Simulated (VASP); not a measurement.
Set up this calculation in VASP 6.6.1, as the native input.

* Task: relaxation of cell and atoms
* Functional: PBE
* Potentials or basis: VASP PAW PBE potentials, release 64 (Sm_3, Ag, Te), 4f in core
* Cutoff: 500 eV
* k mesh: 6 × 6 × 6
* Occupations: gaussian, width 0.01 eV
* Spin: no spin polarisation
* Dipole correction: no
* Mended: yes
* Further INCAR settings: ALGO = Normal; EDIFF = 1e-07; IBRION = 2; EDIFFG = -0.001; NSW = 80; ISIF = 3

The structure of SmAgTe2 lies in POSCAR:

```
SmAgTe2
1.0
    2.2396969697      1.2930896484      6.9710733871
   -2.2396969697      1.2930896484      6.9710733871
    0.0000000000     -2.5861792967      6.9710733871
Sm Ag Te
1 1 2
Direct
    0.0000000000      0.0000000000      0.0000000000
    0.5000000000      0.5000000000      0.5000000000
    0.2470420546      0.2470420546      0.2470420546
    0.7529579454      0.7529579454      0.7529579454
```

One way to write it, as run:

INCAR

```
SYSTEM = SmAgTe2
ALGO = Normal ; EDIFF = 1E-7
EDIFFG = -0.001 ; ENCUT = 500
GGA = PE ; GGA_COMPAT = .False.
IBRION = 2 ; ISIF = 3
ISMEAR = 0 ; LASPH = .True.
LCHARG = .False. ; LMAXMIX = 6
LREAL = .False. ; LWAVE = .False.
NELM = 200 ; NELMIN = 4
NSW = 80 ; PREC = Accurate
SIGMA = 0.01
```

KPOINTS

```
k-points
0
Gamma
  6 6 6
  0 0 0
```

Potentials or basis: VASP PAW PBE potentials, release 64 (Sm_3, Ag, Te), 4f in core.

Run with:

```sh
$ cat potpaw_PBE.64/Sm_3/POTCAR potpaw_PBE.64/Ag/POTCAR potpaw_PBE.64/Te/POTCAR > POTCAR
$ mpirun -np 1 vasp_std > vasp.out
```

It gave:

- Relaxed volume: 30.35 Å³/atom
- Relaxed cell: a = 7.438 Å, b = 7.438 Å, c = 7.438 Å, α = 35.08°, β = 35.08°, γ = 35.08°
- Space group after relaxing (to 0.1 Å): R-3m (No. 166)
- Energy gained by relaxing: 0.1 meV/atom
- Ionic steps: 9
- Pressure after relaxing: 0.0 GPa
- Band gap on the k mesh: 0.82 eV (least direct gap 1.59 eV)

Caveat: spin-orbit coupling is left out, which moves the levels of the heavy elements; the 4f electrons are frozen in the core, so they carry no moment and show no levels.

Run time: 8.2 min on 1 thread of Intel(R) Xeon(R) 6975P-C (Granite Rapids) (shared host), peak memory 0.45 GiB.
